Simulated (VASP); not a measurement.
**LiSb7: single point with PBE**

LiSb7:

```xyz
8
Lattice="7.4365 0.0000 0.0000 -3.7183 6.4402 0.0000 0.0000 0.0000 5.8398" Properties=species:S:1:pos:R:3 pbc="T T T"
Li    0.0000    0.0000    2.9199
Sb    5.5747    3.2185    2.9199
Sb    1.8619    3.2185    2.9199
Sb    3.7183    0.0032    2.9199
Sb    0.0000    2.0882    0.0000
Sb   -1.9098    5.3961    0.0000
Sb    1.9098    5.3961    0.0000
Sb    3.7183    2.1467    0.0000
```

The cell was built from a structure type or drawn by symmetry, and may not be a known phase.

```yaml
Program: VASP 6.6.1
Task: single point
Functional: PBE
Potentials_or_basis: VASP PAW PBE potentials, release 64 (Li_sv, Sb)
Cutoff: 520 eV
k_mesh: 3 × 3 × 4
Occupations: gaussian, width 0.1 eV
Spin: no spin polarisation
Dipole_correction: no
Further_INCAR_settings: ALGO = Normal; EDIFF = 1e-06; NBANDS = 29
```

The largest force is 0.193 eV/Å. The band gap on the k mesh is zero (bands 19 and 20 overlap by 1.62 eV).

Forces in eV/Å, atoms in the order of the input:
```
Li   0.000  0.000  0.000
Sb  -0.167 -0.096  0.000
Sb   0.167 -0.096  0.000
Sb   0.000  0.193  0.000
Sb   0.000  0.021  0.000
Sb   0.018 -0.011  0.000
Sb  -0.018 -0.011  0.000
Sb   0.000  0.000  0.000
```

Levels at points of the mesh, in eV from the Fermi level:
```
           k point  band 15  band 16  band 17  band 18  band 19  band 20  band 21  band 22
(0.00, 0.00, 0.00)    -1.59    -1.50    -1.50    -0.88     0.19     0.30     0.30     0.71
(0.00, 0.00, 0.50)    -1.43    -0.08     0.68     1.09     1.11     1.11     1.21     1.35
```

Wall time 41 s on 1 thread of Intel(R) Xeon(R) 6975P-C (Granite Rapids) (shared host), peak memory 0.39 GiB.

Caveat: spin-orbit coupling is left out, which moves the levels of the heavy elements.
